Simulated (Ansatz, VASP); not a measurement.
Two plane-wave programs on SnO

```
Sn O
1.0
     3.34336   -0.00638    0.00108
    -0.01079    5.64096    0.04116
     0.00135    0.03063    4.24298
Sn O
2 2
Cartesian
  0.0000 1.3331 2.3009
  1.6333 4.3995 0.0218
  0.0814 5.0543 3.1086
  1.6091 0.5346 1.0165
```

Change from the starting cell: all atoms moved at random (sigma 0.15 Å a component), cell strained at random (sigma 0.01).

Alike in both runs: task single point; functional LDA; k mesh 8 × 6 × 6; occupations gaussian, width 0.05 eV; no spin polarisation.

|  | VASP | Ansatz |
| --- | --- | --- |
| version | VASP 6.6.1 | Ansatz 0.2.0 |
| potentials or method | VASP PAW LDA potentials, release 64 (Sn_d, O), cutoff 520 eV | scalar-relativistic, plane waves, PAW |
| valence electrons in the cell | 40 | 40 |

```csv
,VASP,Ansatz,Ansatz less VASP
gap on the k mesh at the Fermi level (eV),1.12,1.14,+0.018
least direct gap on the mesh (eV),1.53,1.55,+0.027
pressure (GPa),-2.6,-2.9,-0.29
"traceless stress, the component that is largest in VASP (GPa)",-3.74,-3.73,+0.011
rms of the force components (eV/Å),0.710,0.703,-0.0076
```

LDA's correlation is that of Perdew and Zunger in VASP and of Perdew and Wang (1992) in Ansatz. Atom by atom the forces differ by 0.047 eV/Å (rms over components).
